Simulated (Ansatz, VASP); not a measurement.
## NaI: VASP beside Ansatz

```
Na I
1.0
     0.00000    3.13109    3.13109
     3.13109    0.00000    3.13109
     3.13109    3.13109    0.00000
Na I
1 1
Direct
  0.00000 0.00000 0.00000
  0.50000 0.50000 0.50000
```

Alike in both runs: task single point; functional LDA; k mesh 6 × 6 × 6; no spin polarisation.

|  | VASP | Ansatz |
| --- | --- | --- |
| version | VASP 6.6.1 | Ansatz 0.2.0 |
| potentials or method | VASP PAW LDA potentials, release 64 (Na_pv, I), cutoff 520 eV | all-electron LAPW, scalar-relativistic |
| occupations | gaussian, width 0.01 eV | fixed |

|  | VASP | Ansatz | Ansatz less VASP |
| --- | --- | --- | --- |
| gap on the k mesh at the Fermi level (eV) | 3.63 | 3.62 | -0.015 |
| pressure (GPa) | 0.0 | 0.0 | -0.02 |

LDA's correlation is that of Perdew and Zunger in VASP and of Perdew and Wang (1992) in Ansatz. Ansatz ran all-electron here, and VASP with PAW potentials.

Spin-orbit coupling is off throughout.
